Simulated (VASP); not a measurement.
Input of a VASP 6.6.1 run:

Contents of POSCAR:

```
Li2Se
1.0
    0.0000000000      3.0124464094      3.0124464094
    3.0124464094      0.0000000000      3.0124464094
    3.0124464094      3.0124464094      0.0000000000
Li Se
2 1
Direct
    0.2500000000      0.2500000000      0.2500000000
    0.7500000000      0.7500000000      0.7500000000
    0.0000000000      0.0000000000      0.0000000000
```

Contents of INCAR.step1:

```
ALGO = Normal
EDIFF = 1E-5
ENCUT = 830
GGA = PE
GGA_COMPAT = F
ISMEAR = 0
LASPH = T
LCHARG = F
LREAL = F
LWAVE = T
NBANDS = 13
NELM = 120
PREC = Accurate
SIGMA = 0.05
```

INCAR.step2

```
ALGO = Normal
EDIFF = 1E-6
ENCUT = 830
GGA_COMPAT = F
ISIF = 2
ISMEAR = 0
ISTART = 1
LASPH = T
LCHARG = F
LMIXTAU = T
LREAL = F
LWAVE = F
METAGGA = R2SCAN
NBANDS = 13
NELM = 120
PREC = Accurate
SIGMA = 0.05
```

Contents of KPOINTS:

```
k-points
0
Gamma
  8 8 8
```

Potentials or basis: VASP PAW PBE potentials, release 64 (Li_sv, Se).

Launch:

```sh
$ cat potpaw_PBE.64/Li_sv/POTCAR potpaw_PBE.64/Se/POTCAR > POTCAR
$ cp INCAR.step1 INCAR
$ mpirun -np 1 vasp_std > vasp.out
$ cp INCAR.step2 INCAR
$ mpirun -np 1 vasp_std > vasp.out
```

What does it give for the band gap on the k mesh?

3.47 eV (least direct gap 4.09 eV).

Predict the pressure.

-0.8 GPa.

Caveat: the PAW data sets were made with another functional, which shifts forces and pressure a little. r2SCAN opens gaps a little over a GGA but as a rule still falls short of measured ones.
